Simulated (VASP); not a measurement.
Write the native input for VASP 6.6.1 that does the following.

```
Task                   : relaxation of shape and atoms at fixed volume
Functional             : PBE
Potentials or basis    : VASP PAW PBE potentials, release 64 (Ta_pv, N)
Cutoff                 : 600 eV
k mesh                 : 11 × 11 × 6
Occupations            : fermi-dirac, width 0.08 eV
Spin                   : no spin polarisation
Dipole correction      : no
Further INCAR settings : ALGO = Normal; EDIFF = 1e-06; IBRION = 2; EDIFFG = -0.005; NSW = 50; ISIF = 4
```

The structure of TaN (NiAs type) lies in POSCAR:

```
TaN
1.0
    2.6147476438      0.0000000000      0.0000000000
   -1.3073738219      2.2644378840      0.0000000000
    0.0000000000      0.0000000000      5.3020172238
Ta N
2 2
Direct
    0.0000000000      0.0000000000      0.0000000000
    0.0000000000      0.0000000000      0.5000000000
    0.3333333333      0.6666666667      0.2500000000
    0.6666666667      0.3333333333      0.7500000000
```

The input as run:

INCAR

```
SYSTEM = TaN
PREC     = Accurate       ! precision mode
ENCUT    = 600            ! plane-wave cutoff, eV
EDIFF    = 1E-6           ! SCF threshold, eV
ISMEAR   = -1             ! smearing method
SIGMA    = 0.08           ! smearing width, eV
LREAL    = .False.        ! projectors in reciprocal space
LASPH    = .True.         ! aspherical terms in the spheres
NELM     = 80             ! most SCF steps
ALGO     = Normal         ! electronic algorithm
ISIF     = 4              ! what is computed and relaxed
LWAVE    = .False.        ! write WAVECAR
LCHARG   = .False.        ! write CHGCAR
GGA      = PE             ! functional
IBRION   = 2              ! ionic algorithm
NSW      = 50             ! ionic steps
EDIFFG   = -0.005         ! ionic threshold
```

KPOINTS

```
regular mesh
0
Gamma
  11 11 6
  0 0 0
```

Potentials or basis: VASP PAW PBE potentials, release 64 (Ta_pv, N).

The run is started by

```sh
$ cat potpaw_PBE.64/Ta_pv/POTCAR potpaw_PBE.64/N/POTCAR > POTCAR
$ mpirun -np 1 vasp_std > vasp.out
```

Results of the run:

* Energy gained by relaxing: 20.5 meV/atom
* Ionic steps: 18
* Pressure after relaxing: 219.0 GPa
* Band gap on the k mesh: zero (bands 16 and 17 overlap by 1.29 eV)

Caveat: spin-orbit coupling is left out, which moves the levels of the heavy elements.

Wall time 4.7 min on 1 thread of Intel(R) Xeon(R) Platinum 8488C (Sapphire Rapids), on a shared host, peak memory 0.2 GiB.
